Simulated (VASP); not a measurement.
Here is a VASP 6.6.1 calculation.

INCAR

```
PREC = Accurate
ENCUT = 500
EDIFF = 1E-7
ISMEAR = -1
SIGMA = 0.05
LREAL = False
LASPH = True
NELM = 120
ALGO = Normal
ISIF = 3
LWAVE = False
LCHARG = False
IBRION = 2
NSW = 60
EDIFFG = -0.03
PSTRESS = 300.0
GGA_COMPAT = False
NELMIN = 4
```

Contents of KPOINTS:

```
Automatic mesh
0
Gamma
  20 20 20
```

File POSCAR:

```
Au
1.0
   -1.6150000000      1.6150000000      1.6150000000
    1.6150000000     -1.6150000000      1.6150000000
    1.6150000000      1.6150000000     -1.6150000000
Au
1
Direct
    0.0000000000      0.0000000000      0.0000000000
```

Potentials or basis: VASP PAW LDA potentials, release 64 (Au).

The run is started by

```console
$ cat potpaw_LDA.64/Au/POTCAR > POTCAR
$ mpirun -np 1 vasp_std > vasp.out
```

(1) What does it give for the relaxed volume?

(2) What does it give for the space group after relaxing (to 0.1 Å)?

(3) Predict the relaxed cell.

(4) Predict the band gap on the k mesh.

Answers

(1) 14.86 Å³/atom.

(2) Im-3m (No. 229).

(3) a = 2.683 Å, b = 2.683 Å, c = 2.683 Å, α = 109.47°, β = 109.47°, γ = 109.47°.

(4) zero (an odd number of electrons rules out a gap without spin polarisation).

Caveat: the cell is relaxed towards a set pressure, so the run minimises the enthalpy, not the energy; spin-orbit coupling is left out, which moves the levels of the heavy elements.
